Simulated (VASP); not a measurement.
Input of a VASP 6.6.1 run:

Contents of INCAR:

```
ALGO = Normal
EDIFF = 1E-6
ENCUT = 520
ISIF = 2
ISMEAR = -1
ISPIN = 2
LASPH = True
LCHARG = True
LELF = True
LMAXMIX = 4
LORBIT = 11
LREAL = False
LVHAR = True
LWAVE = False
MAGMOM = 0.2 0.2
NBANDS = 22
NELM = 150
NUPDOWN = 0.4
PREC = Accurate
SIGMA = 0.1
```

File KPOINTS:

```
k-points
0
Gamma
  14 14 14
```

File POSCAR:

```
CuPt
1.0
    1.3622969706      0.7865225227      4.2444549900
   -1.3622969706      0.7865225227      4.2444549900
    0.0000000000     -1.5730450454      4.2444549900
Cu Pt
1 1
Direct
    0.0000000000      0.0000000000      0.0000000000
    0.5000000000      0.5000000000      0.5000000000
```

Potentials or basis: VASP PAW LDA potentials, release 64 (Cu, Pt).

Launch:

```console
$ cat potpaw_LDA.64/Cu/POTCAR potpaw_LDA.64/Pt/POTCAR > POTCAR
$ mpirun -np 1 vasp_std > vasp.out
```

Task: What does it give for the pressure?

Result: -8.3 GPa.

Stress tensor (GPa, compression positive):
```
-8.23  0.00  0.00
 0.00 -8.23  0.00
 0.00  0.00 -8.44
```

Caveat: the cell stands under tension; the total moment is fixed, so each spin has its own Fermi level and the state may be an excited one.
